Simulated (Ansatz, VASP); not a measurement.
Two plane-wave programs on WSe2

The input INCAR:

```
PREC = Accurate ; ENCUT = 520
EDIFF = 1E-6 ; ISMEAR = -1
SIGMA = 0.02 ; LREAL = F
LASPH = T ; NELM = 60
ALGO = Normal ; ISIF = 2
LWAVE = F ; LCHARG = T
GGA = PE ; LELF = T
LVHAR = T ; NBANDS = 35
```

Contents of KPOINTS:

```
Automatic mesh
0
Gamma
  12 12 2
```

Contents of POSCAR:

```
WSe2
1.0
    3.2996683542      0.0000000000      0.0000000000
   -1.6498341771      2.9038896840      0.0000000000
    0.0000000000      0.0000000000     13.1485345237
W Se
2 4
Direct
    0.6674493705      0.3348987411      0.7500000000
    0.3325506295      0.6651012589      0.2500000000
    0.3350730546      0.6701461093      0.8759590113
    0.6649269454      0.3298538907      0.3759590113
    0.3350730546      0.6701461093      0.6240409887
    0.6649269454      0.3298538907      0.1240409887
```

Input for Ansatz:

```yaml
crystal:
  lattice:
    - [3.2996683542, 0.0, 0.0]
    - [-1.6498341771, 2.903889684, 0.0]
    - [0.0, 0.0, 13.1485345237]
  atoms:
    - { symbol: W, position: [0.6674493705, 0.3348987411, 0.75] }
    - { symbol: W, position: [0.3325506295, 0.6651012589, 0.25] }
    - { symbol: Se, position: [0.3350730546, 0.6701461093, 0.8759590113] }
    - { symbol: Se, position: [0.6649269454, 0.3298538907, 0.3759590113] }
    - { symbol: Se, position: [0.3350730546, 0.6701461093, 0.6240409887] }
    - { symbol: Se, position: [0.6649269454, 0.3298538907, 0.1240409887] }
kpoints:
  mp_grid: { grid: [12, 12, 2] }
  band_path:
    path:
      - [0.0, 0.0, 0.0]
      - [0.5, 0.0, 0.0]
      - [0.3333333333, 0.3333333333, 0.0]
      - [0.0, 0.0, 0.5]
      - [0.5, 0.0, 0.5]
      - [0.3333333333, 0.3333333333, 0.5]
      - [0.359375, -0.179687, 0.0]
    npoints: 1
hamiltonian:
  xc: pbe
scf:
  occupations: { method: fermi_dirac, width: 0.02 }
  n_extra_bands: 5
output:
  forces: true
  stress: true
  eigenvalues: true
```

Change from the starting cell: uniaxial_y strain +1.6%.

Alike in both runs: task single point; functional PBE; k mesh 12 × 12 × 2; occupations fermi-dirac, width 0.02 eV; no spin polarisation.

```csv
,VASP,Ansatz
version,VASP 6.6.1,Ansatz 0.2.0
potentials or method,"VASP PAW PBE potentials, release 64 (W_sv, Se)","plane waves, PAW"
plane-wave cutoff (eV),520,420
valence electrons in the cell,52,92
```

VASP gave:

* gap on the k mesh at the Fermi level (eV): 1.03
* pressure (GPa): 2.3
* traceless stress, the component that is largest in VASP (GPa): -2.26
* rms of the force components (eV/Å): 0.149

Question: Estimate Ansatz's values.

Answer: gap on the k mesh at the Fermi level (eV): 1.03; pressure (GPa): 2.0; traceless stress, the component that is largest in VASP (GPa): -2.22; rms of the force components (eV/Å): 0.127.

Atom by atom the forces differ by 0.022 eV/Å (rms over components). VASP's potentials hold 52 valence electrons a cell and Ansatz's 92, so a difference there can come from the potentials and not from the codes.

Spin-orbit coupling is off throughout.
